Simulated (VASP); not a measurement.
# AlN: single point with PBE

AlN:

```xyz
4
Lattice="3.2587 0.0000 0.0000 -1.6293 2.8221 0.0000 0.0000 0.0000 4.3260" Properties=species:S:1:pos:R:3 pbc="T T T"
Al    0.0000    1.8814    3.2445
Al    1.6293    0.9407    1.0815
N     0.0000    1.8814    1.0815
N     1.6293    0.9407    3.2445
```

This cell differs from its parent crystal: ratio of the length along z to the lengths across it x 1.05, volume and fractional coordinates fixed.

* Program: VASP 6.6.1
* Task: single point
* Functional: PBE
* Potentials or basis: VASP PAW PBE potentials, release 64 (Al, N)
* Cutoff: 520 eV
* k mesh: 9 × 9 × 6
* Occupations: gaussian, width 0.05 eV
* Spin: no spin polarisation

| Property | Result |
| --- | --- |
| Pressure | 2.2 GPa |
| Band gap on the k mesh | 3.15 eV, direct |

Stress tensor (GPa, compression positive):
```
 5.03  0.00  0.00
 0.00  5.03  0.00
 0.00  0.00 -3.53
```

Levels at points of the mesh, in eV from the valence-band top:
```csv
k point,band 6,band 7,band 8,band 9,band 10,band 11
"(0.00, 0.00, 0.00)",-1.87,-1.87,0.00,3.15,4.50,8.39
"(0.00, 0.00, 0.50)",-2.61,-2.61,-2.61,5.56,5.56,8.64
```

Run time: 15 s on 1 thread of AMD EPYC 9R14 (Zen 4), on a shared host, peak memory 0.13 GiB.
